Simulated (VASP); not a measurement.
# Ta (Im-3m) in VASP: a series of runs

The runs below take Ta through single point, with PBE0, HSE06.

Program: VASP 6.6.1. These are calculated values, not measurements. Logs are shortened: lines on timing, memory, paths and dates and some standing lists are left out, and cuts for length are marked.

### 1 The cell of the first run

Symmetry: Im-3m, No. 229, cubic system. The conventional cell has a = 3.303 Å, b = 3.303 Å, c = 3.303 Å, α = 90.00°, β = 90.00°, γ = 90.00°. Ta (site symmetry m-3m) has 14 Ta at 2.86 to 3.30 Å within 3.8 Å.

### 2 Single point, PBE0

File POSCAR:

```
Ta
1.0
   -1.6512800000      1.6512800000      1.6512800000
    1.6512800000     -1.6512800000      1.6512800000
    1.6512800000      1.6512800000     -1.6512800000
Ta
1
Direct
    0.0000000000      0.0000000000      0.0000000000
```

File INCAR.step1:

```
ALGO = Normal ; EDIFF = 1E-5
ENCUT = 520 ; GGA = PE
ISIF = 2 ; ISMEAR = -1
LASPH = T ; LCHARG = F
LREAL = F ; LWAVE = T
NBANDS = 12 ; NELM = 60
PREC = Accurate ; SIGMA = 0.05
```

File INCAR.step2:

```
AEXX = 0.25 ; ALGO = Normal
EDIFF = 1E-7 ; ENCUT = 520
GGA = PE ; ISIF = 2
ISMEAR = -1 ; ISTART = 1
LASPH = T ; LCHARG = F
LHFCALC = T ; LREAL = F
LWAVE = F ; NBANDS = 12
NELM = 60 ; PREC = Accurate
PRECFOCK = Normal ; SIGMA = 0.05
```

File KPOINTS:

```
k-points
0
Gamma
  6 6 6
```

Potentials or basis: VASP PAW PBE potentials, release 64 (Ta_pv).

Started as:

```console
$ cat potpaw_PBE.64/Ta_pv/POTCAR > POTCAR
$ cp INCAR.step1 INCAR
$ mpirun -np 1 vasp_std > vasp.out
$ cp INCAR.step2 INCAR
$ mpirun -np 1 vasp_std > vasp.out
```

OUTCAR:

```text
AEXX = 0.25
   EDIFF = 1E-7
   ENCUT = 520
   GGA = PE
   ISIF = 2
   ISMEAR = -1
   ISTART = 1
   LASPH = T
   LHFCALC = T
   LREAL = F
   NELM = 60
   PREC = Accurate
   PRECFOCK = Normal

 ion  position               nearest neighbor table
   1  0.000  0.000  0.000-

  LATTYP: Found a body centered cubic cell.
 ALAT       =     3.3025600000

  Lattice vectors:

 A1 = (  -1.6512800000,   1.6512800000,   1.6512800000)
 A2 = (   1.6512800000,  -1.6512800000,   1.6512800000)
 A3 = (   1.6512800000,   1.6512800000,  -1.6512800000)

Analysis of symmetry for initial positions (statically):
=====================================================================
 Subroutine PRICEL returns:
 Original cell was already a primitive cell.

 Routine SETGRP: Setting up the symmetry group for a
 body centered cubic supercell.

 Subroutine GETGRP returns: Found 48 space group operations
 (whereof 48 operations were pure point group operations)
 out of a pool of 48 trial point group operations.

The static configuration has the point symmetry O_h .

Analysis of symmetry for dynamics (positions and initial velocities):
=====================================================================
 Subroutine PRICEL returns:
 Original cell was already a primitive cell.

 Routine SETGRP: Setting up the symmetry group for a
 body centered cubic supercell.

 Subroutine GETGRP returns: Found 48 space group operations
 (whereof 48 operations were pure point group operations)
 out of a pool of 48 trial point group operations.

The dynamic configuration has the point symmetry O_h .

 Subroutine INISYM returns: Found 48 space group operations
 (whereof 48 operations are pure point group operations),
 and found     1 'primitive' translations

----------------------------------------------------------------------------------------

                                     Primitive cell

  volume of cell :      18.0104

  direct lattice vectors                    reciprocal lattice vectors
    -1.651280000  1.651280000  1.651280000     0.000000000  0.302795407  0.302795407
     1.651280000 -1.651280000  1.651280000     0.302795407  0.000000000  0.302795407
     1.651280000  1.651280000 -1.651280000     0.302795407  0.302795407  0.000000000

  length of vectors
     2.860100858  2.860100858  2.860100858     0.428217371  0.428217371  0.428217371

  position of ions in fractional coordinates (direct lattice)
     0.000000000  0.000000000  0.000000000

  ion indices of the primitive-cell ions
   primitive index   ion index
                 1           1

----------------------------------------------------------------------------------------

 KPOINTS: k-points

Automatic generation of k-mesh.
 Grid dimensions read from file:
 generate k-points for:    6    6    6

 Generating k-lattice:

  Cartesian coordinates                     Fractional coordinates (reciprocal lattice)
     0.000000000  0.050465901  0.050465901     0.166666667  0.000000000  0.000000000
     0.050465901  0.000000000  0.050465901     0.000000000  0.166666667  0.000000000
     0.050465901  0.050465901  0.000000000     0.000000000  0.000000000  0.166666667

  Length of vectors
     0.071369562  0.071369562  0.071369562

  Shift w.r.t. Gamma in fractional coordinates (k-lattice)
     0.000000000  0.000000000  0.000000000

 Subroutine IBZKPT returns following result:
 ===========================================

 Found     16 irreducible k-points:

 Following reciprocal coordinates:
            Coordinates               Weight
  0.000000  0.000000  0.000000      1.000000
  0.166667  0.000000  0.000000     12.000000
  0.333333  0.000000  0.000000     12.000000
  0.500000  0.000000  0.000000      6.000000
  0.166667  0.166667  0.000000     24.000000
  0.333333  0.166667  0.000000     48.000000
[... 8 lines left out ...]
  0.500000  0.500000  0.333333     12.000000
  0.500000  0.500000  0.500000      1.000000
   k-points           NKPTS =     16   k-points in BZ     NKDIM =    216   number of bands    NBANDS=     12
   number of dos      NEDOS =    301   number of ions     NIONS =      1
   total plane-waves  NPLWV =  13824
   dimension x,y,z NGX =    24 NGY =   24 NGZ =   24
   dimension x,y,z NGXF=    48 NGYF=   48 NGZF=   48
   ions per type =               1
   NGX,Y,Z   is equivalent  to a cutoff of  13.95, 13.95, 13.95 a.u.
   NGXF,Y,Z  is equivalent  to a cutoff of  27.90, 27.90, 27.90 a.u.
 SYSTEM =  unknown system
   PREC   = accura    normal or accurate (medium, high low for compatibility)
   ISTART =      1    job   : 0-new  1-cont  2-samecut
   ICHARG =      0    charge: 1-file 2-atom 10-const
   ISPIN  =      1    spin polarized calculation?
   LNONCOLLINEAR =      F non collinear calculations
   LSORBIT =      F    spin-orbit coupling
   LASPH  =      T    aspherical Exc in radial PAW
   ENCUT  =  520.0 eV  38.22 Ry    6.18 a.u.   5.32  5.32  5.32*2*pi/ulx,y,z
   NELM   =     60;   NELMIN=  2; NELMDL=  0     # of ELM steps
   EDIFF  = 0.1E-06   stopping-criterion for ELM
   LREAL  =      F    real-space projection
   EDIFFG = 0.1E-05   stopping-criterion for IOM
   NSW    =      0    number of steps for IOM
   IBRION =     -1    ionic relax: 0-MD 1-quasi-New 2-CG
   NFREE  =      0    steps in history (QN), initial steepest desc. (CG)
   ISIF   =      2    stress and relaxation
   ISYM   =      3    0-nonsym 1-usesym 2-fastsym
   POTIM  = 0.5000    time-step for ionic-motion
   TEBEG  =    0.0;   TEEND  =   0.0 temperature during run
   PSTRESS=    0.0 pullay stress
   NELECT =      11.0000    total number of electrons
   NUPDOWN=      -1.0000    fix difference up-down
   EMIN   =  10.00;   EMAX   =-10.00  energy-range for DOS
   EFERMI =   0.00;   METHOD = LEGACY
   ISMEAR =    -1;   SIGMA  =   0.05  broadening in eV -4-tet -1-fermi 0-gaus
   EFERMI_NEDOS =   21; number of points for ismear=-14 and -15
   IALGO  =     38    algorithm
   IMIX   =      1    mixing-type and parameters
     AMIX     =   0.40;   BMIX     =  1.00
     AMIX_MAG =   1.60;   BMIX_MAG =  1.00
  volume/ion in A,a.u.               =      18.01       121.54
  Fermi-wavevector in a.u.,A,eV,Ry     =   1.388988  2.624806 26.249534  1.929286
  Thomas-Fermi vector in A             =   2.513061
   LORBIT       =      0    0 simple, 1 ext, 2 COOP (PROOUT), +10 PAW based schemes
   GGA     = PE    functional components
   LHFCALC =     T    Hartree Fock is set to
   PRECFOCK=normal    Normal, Fast or Accurate (Low or Medium for compatibility)
   ENCUT4O =  -1.0   cutoff for four orbital integrals eV
   NKREDX  =     1    reduce k-point grid by
   NKREDY  =     1    reduce k-point grid by
   NKREDZ  =     1    reduce k-point grid by
   AEXX    =    0.2500 exact exchange contribution
   HFSCREEN=    0.0000 screening length (either q_TF or 0.3 A-1)
   HFSCREENC=   0.0000 screening length for correlation (either q_TF or 0.3 A-1)
   ENCUTFOCK=  -1.0 apply spherical cutoff to Coloumb kernel
   IVDW    =     0    specifies the selected vdW correction
   LEPSILON=     F    determine dielectric tensor
   LRPA    =     F    only Hartree local field effects (RPA)
 non-spin polarized calculation
  energy-cutoff  :      520.00
  volume of cell :       18.01
 maximum number of plane-waves:       498
 NGX is ok and might be reduce to    24
  NGX = 16; NGY = 16; NGZ = 16

 number of electron      11.0000002 magnetization

 Free energy of the ion-electron system (eV)
  ---------------------------------------------------
  ext. energy  EPLUGINS =         0.00000000
  ---------------------------------------------------
  free energy    TOTEN  =       -14.58260825 eV

  energy without entropy =      -14.57516176  energy(sigma->0) =      -14.57888501

 E-fermi :   5.0380     XC(G=0):  -9.9169

 val. band max:        5.0123938353   @ k =  -0.3333   0.5000   0.1667
 cond. band min:       5.4181261587   @ k =   0.3333   0.0000   0.0000
 fundamental gap:      0.4057323234
 Fermi energy:         5.0380375520

 k-point     1 :       0.0000    0.0000    0.0000
  band No.  band energies     occupation
      1     -30.6018      2.00000
      2     -30.6018      2.00000
      3     -30.6018      2.00000
      4      -4.1852      2.00000
      5       6.8804      0.00000
      6       6.8804      0.00000
      7       6.8804      0.00000
      8      10.5274      0.00000
      9      10.5274      0.00000
     10      21.6845      0.00000
     11      21.6845      0.00000
     12      22.3882      0.00000

 k-point     2 :       0.1667    0.0000    0.0000
  band No.  band energies     occupation
      1     -30.9585      2.00000
      2     -30.7084      2.00000
      3     -30.6047      2.00000
      4      -2.8861      2.00000
      5       5.9066      0.00000
      6       6.2569      0.00000
      7       8.1376      0.00000
      8       9.7406      0.00000
      9      10.5213      0.00000
     10      22.3880      0.00000
     11      22.4618      0.00000
     12      23.8526      0.00000

 k-point     3 :       0.3333    0.0000    0.0000
  band No.  band energies     occupation
      1     -31.6243      2.00000
      2     -30.9144      2.00000
      3     -30.6080      2.00000
      4      -0.5611      2.00000
      5       3.7920      2.00000
      6       5.4181      0.00100
      7      10.2190      0.00000
      8      10.9093      0.00000
      9      11.5214      0.00000
     10      20.3482      0.00000
     11      21.3357      0.00000
     12      22.3909      0.00000

 k-point     4 :       0.5000    0.0000    0.0000
  band No.  band energies     occupation
      1     -31.9360      2.00000
      2     -31.0152      2.00000
      3     -30.6094      2.00000
      4      -0.1549      2.00000
      5       3.1271      2.00000
      6       6.9001      0.00000
      7      10.3696      0.00000
      8      11.4136      0.00000
      9      14.3933      0.00000
     10      18.4431      0.00000
     11      18.5478      0.00000
     12      22.3896      0.00000

 k-point     5 :       0.1667    0.1667    0.0000
  band No.  band energies     occupation
      1     -31.4087      2.00000
      2     -30.8505      2.00000
      3     -30.6809      2.00000
      4      -0.8259      2.00000
      5       4.1898      2.00000
      6       4.4540      1.99998
      7       9.3272      0.00000
      8      10.7534      0.00000
      9      11.2124      0.00000
     10      21.8295      0.00000
     11      22.3900      0.00000
     12      23.6501      0.00000
[... 108 lines left out ...]
      1     -31.6602      2.00000
      2     -31.3560      2.00000
      3     -30.9285      2.00000
      4       2.1256      2.00000
      5       2.4664      2.00000
      6       5.0124      1.25096
      7       9.4351      0.00000
      8      11.2634      0.00000
      9      15.2757      0.00000
     10      18.1540      0.00000
     11      21.3918      0.00000
     12      22.3894      0.00000

 k-point    14 :      -0.3333    0.3333    0.3333
  band No.  band energies     occupation
      1     -31.4802      2.00000
      2     -31.2699      2.00000
      3     -31.2699      2.00000
      4       1.5722      2.00000
      5       2.0705      2.00000
      6       8.6377      0.00000
      7       8.6377      0.00000
      8      11.1409      0.00000
      9      11.4054      0.00000
     10      22.3842      0.00000
     11      22.3842      0.00000
     12      22.3877      0.00000

 k-point    15 :       0.5000    0.5000    0.3333
  band No.  band energies     occupation
      1     -31.6100      2.00000
      2     -31.3824      2.00000
      3     -31.2906      2.00000
      4       1.2007      2.00000
      5       1.4662      2.00000
      6       9.0886      0.00000
      7       9.1272      0.00000
      8      13.6307      0.00000
      9      14.9075      0.00000
     10      17.0620      0.00000
     11      18.9793      0.00000
     12      22.3888      0.00000

 k-point    16 :       0.5000    0.5000    0.5000
  band No.  band energies     occupation
      1     -31.4976      2.00000
      2     -31.4976      2.00000
      3     -31.4976      2.00000
      4       0.4880      2.00000
      5       0.4880      2.00000
      6      13.3938      0.00000
      7      13.3938      0.00000
      8      13.3938      0.00000
      9      15.0611      0.00000
     10      15.0611      0.00000
     11      15.0611      0.00000
     12      22.3697      0.00000

------------------------ aborting loop because EDIFF is reached ----------------------------------------

  FORCE on cell =-STRESS in cart. coord.  units (eV):
  Direction    XX          YY          ZZ          XY          YZ          ZX
  --------------------------------------------------------------------------------------
  -------------------------------------------------------------------------------------
  Total        0.3902119      0.3902119      0.3902119      0.0000000     -0.0000000     -0.0000000
  in kB       34.7127407     34.7127407     34.7127407      0.0000000     -0.0000000     -0.0000000
  external PRESSURE =      34.7127407 kB  Pullay stress =       0.0000000 kB

 VOLUME and BASIS-vectors are now :
 -----------------------------------------------------------------------------
  energy-cutoff  :      520.00
  volume of cell :       18.01
      direct lattice vectors                 reciprocal lattice vectors
    -1.651280000  1.651280000  1.651280000     0.000000000  0.302795407  0.302795407
     1.651280000 -1.651280000  1.651280000     0.302795407  0.000000000  0.302795407
     1.651280000  1.651280000 -1.651280000     0.302795407  0.302795407  0.000000000

 POSITION                                       TOTAL-FORCE (eV/Angst)
 -----------------------------------------------------------------------------------
      0.00000      0.00000      0.00000        -0.000000      0.000000     -0.000000
 -----------------------------------------------------------------------------------
    total drift:                               -0.000000      0.000000      0.000000

  FREE ENERGIE OF THE ION-ELECTRON SYSTEM (eV)
  ---------------------------------------------------
  free  energy   TOTEN  =       -14.5826082517 eV

  energy  without entropy=      -14.5751617640  energy(sigma->0) =      -14.57888501
```

Run time: 9.6 min. Hardware: 1 thread of AMD EPYC 7R13 (Zen 3), shared host; peak memory 0.12 GiB.

Results:

```
Free energy : -14.5826 eV
Pressure    : 3.5 GPa
```

Caveat: the k points lie up to 0.45 Å⁻¹ apart; the PAW data sets were made with another functional, which shifts forces and pressure a little; spin-orbit coupling is left out, which moves the levels of the heavy elements.

(Continued in part 2 of 2.)
